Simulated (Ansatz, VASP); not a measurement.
## One calculation of TiPd2S3, two programs

INCAR

```
PREC = Accurate ; ENCUT = 520
EDIFF = 1E-6 ; ISMEAR = 0
SIGMA = 0.1 ; LREAL = F
LASPH = T ; NELM = 150
ALGO = Normal ; ISIF = 2
LWAVE = F ; LCHARG = T
ISPIN = 2 ; MAGMOM = 1 0 0 0 0 0
LORBIT = 11 ; LMAXMIX = 4
GGA = PE ; LELF = T
LVHAR = T ; NBANDS = 38
```

File KPOINTS:

```
regular mesh
0
Gamma
  3 3 6
```

Contents of POSCAR:

```
TiPd2S3
1.0
    6.0264642600      0.0000000000      0.0000000000
   -3.0132321300      5.2190711500      0.0000000000
    0.0000000000      0.0000000000      3.4522340800
Ti Pd S
1 2 3
Direct
    0.0000000000      0.0000000000      0.0000000000
    0.3333333300      0.6666666700      0.0000000000
    0.6666666700      0.3333333300      0.0000000000
    0.5000000000      0.0000000000      0.5000000000
    0.5000000000      0.5000000000      0.5000000000
    0.0000000000      0.5000000000      0.5000000000
```

Input for Ansatz:

```yaml
crystal:
  lattice:
    - [6.02646426, 0.0, 0.0]
    - [-3.01323213, 5.21907115, 0.0]
    - [0.0, 0.0, 3.45223408]
  atoms:
    - { symbol: Ti, position: [0.0, 0.0, 0.0], spin: 1.0 }
    - { symbol: Pd, position: [0.33333333, 0.66666667, 0.0] }
    - { symbol: Pd, position: [0.66666667, 0.33333333, 0.0] }
    - { symbol: S, position: [0.5, 0.0, 0.5] }
    - { symbol: S, position: [0.5, 0.5, 0.5] }
    - { symbol: S, position: [0.0, 0.5, 0.5] }
basis:
  ecutwfc: 420
kpoints:
  mp_grid: { grid: [3, 3, 6] }
hamiltonian:
  xc: pbe
scf:
  occupations: { method: gaussian, width: 0.1 }
  lower_state_search: "off"
output:
  forces: true
  stress: true
  eigenvalues: true
  populations: true
magnetization:
  spin_polarized: true
```

Change from the starting cell: species swapped into the NdB2Rh3 type (P6/mmm, No. 191).

Alike in both runs: task single point; functional PBE; k mesh 3 × 3 × 6; occupations gaussian, width 0.1 eV; collinear spin.

```csv
,VASP,Ansatz
version,VASP 6.6.1,Ansatz 0.2.0
potentials or method,"VASP PAW PBE potentials, release 64 (Ti_sv, Pd, S), cutoff 520 eV","scalar-relativistic, plane waves, PAW"
valence electrons in the cell,50,66
```

|  | VASP | Ansatz | Ansatz less VASP |
| --- | --- | --- | --- |
| gap on the k mesh at the Fermi level (eV) | none | none | - |
| pressure (GPa) | 1.2 | 2.4 | +1.17 |
| traceless stress, the component that is largest in VASP (GPa) | 2.38 | 2.84 | +0.460 |
| net moment per atom (μB) | 0.00 | 0.30 | +0.303 |
| size of the moment on the site where the two differ most (μB) | 0.00 | 1.84 | +1.842 |

The net moments are unlike, so the other rows may belong to different states. Site moments also hang on the region over which each program counts them. A gap of «none» marks a metal or a gap that the smearing closes. VASP's potentials hold 50 valence electrons a cell and Ansatz's 66, so a difference there can come from the potentials and not from the codes.

The k mesh is coarse, so the values compare programs but aren't converged.
